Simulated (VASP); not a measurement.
Write the native input for VASP 6.6.1 that does the following.

* Task: single point
* Functional: PBEsol
* Potentials or basis: VASP PAW PBE potentials, release 64 (Eu, Mn_pv)
* Cutoff: 520 eV
* k mesh: 8 × 8 × 8
* Occupations: gaussian, width 0.05 eV
* Spin: collinear spin, ferrimagnetic start
* Starting moments: [7.42, -3.92] μB
* Dipole correction: no
* Further INCAR settings: ALGO = Normal; EDIFF = 1e-07; NBANDS = 26

The structure of EuMn lies in POSCAR:

```
EuMn
1.0
    3.5649507499      0.0000000000      0.0000000000
    0.0000000000      3.5649507499      0.0000000000
    0.0000000000      0.0000000000      3.5649507499
Eu Mn
1 1
Direct
    0.0000000000      0.0000000000      0.0000000000
    0.5000000000      0.5000000000      0.5000000000
```

This cell differs from its parent crystal: volume scaled by 1.040.

One way to write it, as run:

INCAR

```
SYSTEM = EuMn
ALGO     = Normal         ! electronic algorithm
EDIFF    = 1E-7           ! SCF threshold, eV
ENCUT    = 520            ! plane-wave cutoff, eV
GGA      = PS             ! functional
ISIF     = 2              ! what is computed and relaxed
ISMEAR   = 0              ! smearing method
ISPIN    = 2              ! spin polarisation
LASPH    = .True.         ! aspherical terms in the spheres
LCHARG   = .False.        ! write CHGCAR
LMAXMIX  = 6              ! l up to which the mixer works
LORBIT   = 11             ! projections on sites
LREAL    = .False.        ! projectors in reciprocal space
LWAVE    = .False.        ! write WAVECAR
MAGMOM   = 7.42 -3.92     ! initial moments
NBANDS   = 26             ! bands
NELM     = 150            ! most SCF steps
PREC     = Accurate       ! precision mode
SIGMA    = 0.05           ! smearing width, eV
```

KPOINTS

```
k-points
0
Gamma
  8 8 8
  0 0 0
```

Potentials or basis: VASP PAW PBE potentials, release 64 (Eu, Mn_pv).

Run with:

```console
$ cat potpaw_PBE.64/Eu/POTCAR potpaw_PBE.64/Mn_pv/POTCAR > POTCAR
$ mpirun -np 1 vasp_std > vasp.out
```

Results of the run:

```yaml
Pressure: -1.7 GPa
Net_moment: 3.56 μB per cell
Site_moments: Eu +6.60; Mn -3.52 μB
Valence_electrons_inside_the_program's_atomic_spheres: Eu 14.77; Mn 11.50
```

Caveat: the PAW data sets were made with another functional, which shifts forces and pressure a little.

It took 2.4 min on 1 thread of Intel(R) Xeon(R) Platinum 8259CL CPU @ 2.50GHz (Skylake/Cascade Lake), with other jobs on the host, peak memory 0.23 GiB.
